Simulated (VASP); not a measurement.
Runs of VASP 6.6.1 on La. The structure is that of space group P6_3/mmc (No. 194), or close to it. The cells are those of the table. 

```tsv
spin	cell	k mesh	smearing	gap on the mesh (eV)	pressure (GPa)
off	a = 3.669, b = 3.669, c = 11.781 Å, angles 90.0, 90.0, 120.0°, 4 atoms	13 × 13 × 4	fermi-dirac 0.1 eV	none	2.3
off	a = 3.722, b = 3.722, c = 11.949 Å, angles 90.0, 90.0, 120.0°, 4 atoms	13 × 13 × 4	fermi-dirac 0.1 eV	none	1.1
off	a = 3.615, b = 3.615, c = 11.607 Å, angles 90.0, 90.0, 120.0°, 4 atoms	13 × 13 × 4	fermi-dirac 0.1 eV	none	(a)
off	a = 3.773, b = 3.773, c = 12.113 Å, angles 90.0, 90.0, 120.0°, 4 atoms	10 × 10 × 3	fermi-dirac 0.1 eV	none	0.1
collinear	a = 3.774, b = 3.774, c = 12.086 Å, angles 90.0, 90.0, 120.0°, 4 atoms	10 × 10 × 3	fermi-dirac 0.05 eV	none	0.1
```

Alike in all rows: task single point; level PBE; potentials or basis VASP PAW PBE potentials, release 64 (La); cutoff (eV) 520.

Estimate the missing entries.

(a) 3.8.

Caveats: spin-orbit coupling is left out, which moves the levels of the heavy elements; the cell stands under pressure (at least some runs).

A k mesh can miss the band edges, and the runs leave out spin-orbit coupling on La.

A gap of «none» marks levels without a gap at the run's occupations.
